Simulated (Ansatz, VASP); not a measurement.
**Two plane-wave programs on Zr**

INCAR

```
ALGO = Normal
DIPOL = 0.5 0.5 0.501
EDIFF = 1E-6
ENCUT = 520
GGA = PE
IDIPOL = 3
ISIF = 2
ISMEAR = 0
LASPH = T
LCHARG = F
LDIPOL = T
LREAL = F
LWAVE = F
NBANDS = 38
NELM = 100
PREC = Accurate
SIGMA = 0.1
```

File KPOINTS:

```
k-points
0
Gamma
  27 27 1
```

The input POSCAR:

```
Zr
1.0
    3.1890515800      0.0000000000      0.0000000000
   -1.5945257900      2.7617996800      0.0000000000
    0.0000000000      0.0000000000     27.4153990523
Zr
5
Direct
    0.6666666665      0.3333333335      0.3100447301
    0.3333333335      0.6666666669      0.4050223702
    0.0000000000      0.0000000000      0.5011798711
    0.6666666665      0.3333333335      0.5977393954
    0.3333333335      0.6666666669      0.6887695333
```

Input for Ansatz:

```yaml
crystal:
  lattice:
    - [3.18905158, 0.0, 0.0]
    - [-1.59452579, 2.76179968, 0.0]
    - [0.0, 0.0, 27.4153990523]
  atoms:
    - { symbol: Zr, position: [0.6666666665, 0.3333333335, 0.3100447301] }
    - { symbol: Zr, position: [0.3333333335, 0.6666666669, 0.4050223702] }
    - { symbol: Zr, position: [0.0, 0.0, 0.5011798711] }
    - { symbol: Zr, position: [0.6666666665, 0.3333333335, 0.5977393954] }
    - { symbol: Zr, position: [0.3333333335, 0.6666666669, 0.6887695333] }
basis:
  ecutwfc: 420
  fft_grid_basis: typed
kpoints:
  mp_grid: { grid: [27, 27, 1] }
hamiltonian:
  xc: pbe
scf:
  occupations: { method: gaussian, width: 0.1 }
output:
  forces: true
  eigenvalues: true
  band_densities:
    - { e_range: [-2.0, -1.0] }
    - { e_range: [-1.0, -0.5] }
    - { e_range: [-0.5, -0.25] }
    - { e_range: [-0.25, 0.0] }
    - { e_range: [0.0, 0.25] }
    - { e_range: [0.25, 0.5] }
    - { e_range: [0.5, 1.0] }
    - { e_range: [1.0, 1.5] }
  band_residual_tolerance: 1.0e-05
  write_potential: true
  elf: true
  write_density: true
  volumetric_format: npy
efield:
  axis: 3
  dipole_correction: true
  ramp_width: 0.04
checkpoint:
  read: start.run
  write: ck
  compress: false
  write_wavefunctions: false
  write_every: 100000
```

Alike in both runs: task single point; functional PBE; k mesh 27 × 27 × 1; occupations gaussian, width 0.1 eV; no spin polarisation.

|  | VASP | Ansatz |
| --- | --- | --- |
| version | VASP 6.6.1 | Ansatz 0.2.0 |
| potentials or method | VASP PAW PBE potentials, release 64 (Zr_sv), cutoff 520 eV | scalar-relativistic, plane waves, PAW |
| valence electrons in the cell | 60 | 60 |

Ansatz gave:

- gap on the k mesh at the Fermi level (eV): none
- rms of the force components (eV/Å): 0.142

Problem. Estimate VASP's values.

Solution. gap on the k mesh at the Fermi level (eV): none; rms of the force components (eV/Å): 0.141.

Atom by atom the forces differ by 0.001 eV/Å (rms over components). A gap of «none» marks a metal or a gap that the smearing closes. Ansatz's warnings: xc potential rough in thin density.
